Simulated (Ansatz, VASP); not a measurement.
This is a calculation of HfO2 for Ansatz 0.2.0.

The input input.yaml:

```yaml
crystal:
  lattice:
    - [0.0, 2.5575, 2.5575]
    - [2.5575, 0.0, 2.5575]
    - [2.5575, 2.5575, 0.0]
  atoms:
    - { symbol: Hf, position: [0.0, 0.0, 0.0] }
    - { symbol: O, position: [0.75, 0.75, 0.75] }
    - { symbol: O, position: [0.25, 0.25, 0.25] }
hamiltonian:
  xc: pbe
  pseudopotentials: { kind: paw }
kpoints:
  mp_grid: { grid: [9, 9, 9] }
scf:
  occupations: { method: gaussian, width: 0.027 }
output:
  forces: true
  stress: true
  eigenvalues: true
```

Potentials or basis: Ansatz PAW.

Command:

```sh
$ ansatz run input.yaml --threads 2 --pin off --max-ram 5632MiB --backend cpu --events-out ev --progress --plain --runs-dir out
```

Problem. Set up the same calculation for VASP 6.6.1. Potentials there: VASP PAW PBE potentials, release 64 (Hf_pv, O).

Solution. As run (the cutoff follows the program's own potentials):

INCAR

```
  PREC = Accurate
  ENCUT = 520
  EDIFF = 1E-7
  ISMEAR = 0
  SIGMA = 0.027000000000000003
  LREAL = False
  LASPH = True
  NELM = 80
  ALGO = Normal
  ISIF = 2
  LWAVE = False
  LCHARG = True
  GGA = PE
  LELF = True
  LVHAR = True
  NBANDS = 18
```

KPOINTS

```
regular mesh
0
Gamma
  9 9 9
```

Contents of POSCAR:

```
HfO2
1.0
    0.0000000000      2.5575000000      2.5575000000
    2.5575000000      0.0000000000      2.5575000000
    2.5575000000      2.5575000000      0.0000000000
Hf O
1 2
Direct
    0.0000000000      0.0000000000      0.0000000000
    0.7500000000      0.7500000000      0.7500000000
    0.2500000000      0.2500000000      0.2500000000
```

Potentials or basis: VASP PAW PBE potentials, release 64 (Hf_pv, O).

The run is started by

```bash
$ cat potpaw_PBE.64/Hf_pv/POTCAR potpaw_PBE.64/O/POTCAR > POTCAR
$ mpirun -np 1 vasp_std > vasp.out
```

Both were run:

|  | VASP | Ansatz | Ansatz less VASP |
| --- | --- | --- | --- |
| gap on the k mesh at the Fermi level (eV) | 3.84 | 3.83 | -0.008 |
| least direct gap on the mesh (eV) | 3.95 | 3.94 | -0.008 |
| pressure (GPa) | -6.0 | -2.5 | +3.54 |

VASP's potentials hold 22 valence electrons a cell and Ansatz's 38, so a difference there can come from the potentials and not from the codes.

Spin-orbit coupling is off throughout. Noted on Ansatz's run: odd divisions of the mesh miss points on the zone boundary, where band edges often lie, so the gap on the mesh can be too wide.
